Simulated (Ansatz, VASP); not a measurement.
One calculation of Zr, two programs

INCAR

```
PREC = Accurate
ENCUT = 520
EDIFF = 1E-8
ISMEAR = -1
SIGMA = 0.08
LREAL = False
LASPH = True
NELM = 80
ALGO = Normal
ISIF = 2
LWAVE = False
LCHARG = False
GGA = PS
LEFG = True
NBANDS = 12
```

File KPOINTS:

```
regular mesh
0
Gamma
  14 14 14
```

File POSCAR:

```
Zr
1.0
   -1.8454992086      1.8454992086      1.8454992086
    1.8454992086     -1.8454992086      1.8454992086
    1.8454992086      1.8454992086     -1.8454992086
Zr
1
Direct
    0.0000000000      0.0000000000      0.0000000000
```

Input for Ansatz:

```yaml
crystal:
  lattice:
    - [-1.8454992086, 1.8454992086, 1.8454992086]
    - [1.8454992086, -1.8454992086, 1.8454992086]
    - [1.8454992086, 1.8454992086, -1.8454992086]
  atoms:
    - { symbol: Zr, position: [0.0, 0.0, 0.0] }
kpoints:
  mp_grid: { grid: [14, 14, 14] }
scf:
  occupations: { method: fermi_dirac, width: 0.08 }
hamiltonian:
  xc: pbesol
  pseudopotentials: { kind: all_electron, datasets: crystal }
output:
  forces: true
  stress: true
  eigenvalues: true
  efg: { contact_densities: true }
```

Change from the starting cell: volume scaled by 1.06, crystal datasets.

Alike in both runs: task electric field gradients; functional PBEsol; k mesh 14 × 14 × 14; occupations fermi-dirac, width 0.08 eV; no spin polarisation.

|  | VASP | Ansatz |
| --- | --- | --- |
| version | VASP 6.6.1 | Ansatz 0.2.0 |
| potentials or method | VASP PAW PBE potentials, release 64 (Zr_sv), cutoff 520 eV | all-electron PAW with datasets made for the crystal, scalar-relativistic |

```csv
,VASP,Ansatz,Ansatz less VASP
pressure (GPa),-10.4,-10.4,-0.03
```

VASP's potentials were made for PBE, not for PBEsol. Ansatz ran all-electron here, and VASP with PAW potentials.
